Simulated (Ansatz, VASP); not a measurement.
## Ta in VASP and in Ansatz

File INCAR:

```
PREC = Accurate ; ENCUT = 520
EDIFF = 1E-8 ; ISMEAR = -1
SIGMA = 0.05 ; LREAL = False
LASPH = True ; NELM = 100
ALGO = Normal ; ISIF = 2
LWAVE = False ; LCHARG = False
LEFG = True ; NBANDS = 12
```

KPOINTS

```
regular mesh
0
Gamma
  14 14 14
```

The input POSCAR:

```
Ta
1.0
   -1.6873856121      1.6873856121      1.6873856121
    1.6873856121     -1.6873856121      1.6873856121
    1.6873856121      1.6873856121     -1.6873856121
Ta
1
Direct
    0.0000000000      0.0000000000      0.0000000000
```

Input for Ansatz:

```yaml
crystal:
  lattice:
    - [-1.6873856121, 1.6873856121, 1.6873856121]
    - [1.6873856121, -1.6873856121, 1.6873856121]
    - [1.6873856121, 1.6873856121, -1.6873856121]
  atoms:
    - { symbol: Ta, position: [0.0, 0.0, 0.0] }
kpoints:
  mp_grid: { grid: [14, 14, 14] }
scf:
  occupations: { method: fermi_dirac, width: 0.05 }
hamiltonian:
  xc: lda
  pseudopotentials: { kind: paw }
output:
  forces: true
  stress: true
  eigenvalues: true
  efg: { contact_densities: true }
```

Change from the starting cell: volume scaled by 1.06, PAW files.

Alike in both runs: task electric field gradients; functional LDA; k mesh 14 × 14 × 14; occupations fermi-dirac, width 0.05 eV; no spin polarisation.

|  | VASP | Ansatz |
| --- | --- | --- |
| version | VASP 6.6.1 | Ansatz 0.2.0 |
| potentials or method | VASP PAW LDA potentials, release 64 (Ta_pv) | PAW with Ansatz's default frozen-core files, scalar-relativistic |
| plane-wave cutoff (eV) | 520 | 420 |
| valence electrons in the cell | 11 | 13 |

|  | VASP | Ansatz | Ansatz less VASP |
| --- | --- | --- | --- |
| pressure (GPa) | -19.0 | -19.6 | -0.60 |

LDA's correlation is that of Perdew and Zunger in VASP and of Perdew and Wang (1992) in Ansatz. VASP's potentials hold 11 valence electrons a cell and Ansatz's 13, so a difference there can come from the potentials and not from the codes.

Spin-orbit coupling is off throughout.
